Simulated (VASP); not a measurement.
# BN: single point with r2SCAN

The system is BN.

```
B N
1.0
     2.54395    0.00000    0.00000
    -1.27197    2.20312    0.00000
     0.00000    0.00000    4.20782
B N
2 2
Cartesian
  1.2720 0.7344 0.0009
  0.0000 1.4687 2.1048
  1.2720 0.7344 1.5771
  0.0000 1.4687 3.6810
```

| Item | Value |
| --- | --- |
| Program | VASP 6.6.1 |
| Task | single point |
| Functional | r2SCAN |
| Potentials or basis | VASP PAW PBE potentials, release 64 (B, N) |
| Cutoff | 520 eV |
| k mesh | 9 × 9 × 6 |
| Occupations | gaussian, width 0.01 eV |
| Spin | no spin polarisation |

The pressure is 1.1 GPa and the band gap on the k mesh is 5.72 eV, indirect (least direct gap 8.97 eV).

Forces in eV/Å, atoms in the order of the input:
```
B    0.000  0.000  0.002
B    0.000  0.000  0.002
N    0.000  0.000 -0.002
N    0.000  0.000 -0.002
```

Levels at points of the mesh, in eV from the valence-band top:
| k point | band 4 | band 5 | band 6 | band 7 | band 8 | band 9 | band 10 | band 11 | band 12 | band 13 |
| --- | --- | --- | --- | --- | --- | --- | --- | --- | --- | --- |
| (0.00, 0.00, 0.00) | -2.21 | -2.21 | -0.27 | 0.00 | 0.00 | 9.08 | 9.08 | 9.31 | 10.22 | 11.55 |
| (0.00, 0.00, 0.50) | -5.97 | -1.22 | -1.22 | -1.22 | -1.22 | 10.25 | 10.25 | 10.69 | 10.69 | 10.69 |

It took 27 s on 1 thread of Intel(R) Xeon(R) 6975P-C (Granite Rapids), with other jobs on the host, peak memory 0.14 GiB.

Caveat: the PAW data sets were made with another functional, which shifts forces and pressure a little. r2SCAN opens gaps a little over a GGA but as a rule still falls short of measured ones.
